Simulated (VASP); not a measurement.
Set up this calculation in VASP 6.6.1, as the native input.

```
Task                   : single point
Functional             : PBE
Potentials or basis    : VASP PAW PBE potentials, release 64 (Sc_sv, Al)
Cutoff                 : 520 eV
k mesh                 : 6 × 6 × 6
Occupations            : gaussian, width 0.1 eV
Spin                   : collinear spin, ferromagnetic start
Starting moments       : [1.0, 0.0, 0.0, 0.0] μB
Dipole correction      : no
Further INCAR settings : ALGO = Normal; EDIFF = 1e-07; NBANDS = 22
```

The structure of ScAl3 lies in POSCAR:

```
ScAl3
1.0
   -2.0197174577      2.0197174577      4.3695714169
    2.0197174577     -2.0197174577      4.3695714169
    2.0197174577      2.0197174577     -4.3695714169
Sc Al
1 3
Direct
    0.0000000000      0.0000000000      0.0000000000
    0.5000000000      0.5000000000      0.0000000000
    0.7500000000      0.2500000000      0.5000000000
    0.2500000000      0.7500000000      0.5000000000
```

The input as run:

INCAR

```
SYSTEM = ScAl3
  PREC = Accurate
  ENCUT = 520
  EDIFF = 1E-7
  ISMEAR = 0
  SIGMA = 0.1
  LREAL = .FALSE.
  LASPH = .TRUE.
  NELM = 150
  ALGO = Normal
  ISIF = 2
  LWAVE = .FALSE.
  LCHARG = .FALSE.
  ISPIN = 2
  MAGMOM = 1 0 0 0
  LORBIT = 11
  LMAXMIX = 4
  GGA = PE
  NBANDS = 22
```

KPOINTS

```
regular mesh
0
G
  6 6 6
  0 0 0
```

Potentials or basis: VASP PAW PBE potentials, release 64 (Sc_sv, Al).

Command:

```bash
$ cat potpaw_PBE.64/Sc_sv/POTCAR potpaw_PBE.64/Al/POTCAR > POTCAR
$ mpirun -np 1 vasp_std > vasp.out
```

It gave:

* Pressure: 0.0 GPa
* Band gap on the k mesh: zero (filled and empty bands overlap)
* Net moment: 0.00 μB per cell
* Valence electrons inside the program's atomic spheres: Sc 9.54; Al 0.79

Caveat: the k points lie up to 0.37 Å⁻¹ apart.

Wall time 2.4 min on 1 thread of Intel(R) Xeon(R) Platinum 8375C CPU @ 2.90GHz (Ice Lake), on a shared host, peak memory 0.31 GiB.
